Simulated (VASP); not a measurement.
A run of VASP 6.6.1 is set up as follows.

The input INCAR:

```
SYSTEM = AlAs2
  PREC = Accurate
  ENCUT = 520
  EDIFF = 1E-6
  ISMEAR = 0
  SIGMA = 0.1
  LREAL = .FALSE.
  LASPH = .TRUE.
  NELM = 100
  ALGO = Normal
  ISIF = 2
  LWAVE = .FALSE.
  LCHARG = .FALSE.
  GGA = PE
  NBANDS = 14
```

File KPOINTS:

```
Automatic mesh
0
G
  4 4 4
  0 0 0
```

The input POSCAR:

```
AlAs2
1.0
    3.8808082500      0.0000000000      0.0000000000
    0.0000000000      3.8808082500      0.0000000000
    0.0000000000      0.0000000000      5.4882916600
Al As
1 2
Direct
    0.0000000000      0.0000000000      0.0000000000
    0.5000000000      0.0000000000      0.2500000000
    0.0000000000      0.5000000000      0.7500000000
```

Potentials or basis: VASP PAW PBE potentials, release 64 (Al, As).

Run with:

```console
$ cat potpaw_PBE.64/Al/POTCAR potpaw_PBE.64/As/POTCAR > POTCAR
$ mpirun -np 1 vasp_std > vasp.out
```

(1) Predict the pressure.

(2) Estimate the largest force.

## Answers

(1) 1.5 GPa.

(2) 0.806 eV/Å.

Caveat: the k points lie up to 0.40 Å⁻¹ apart.
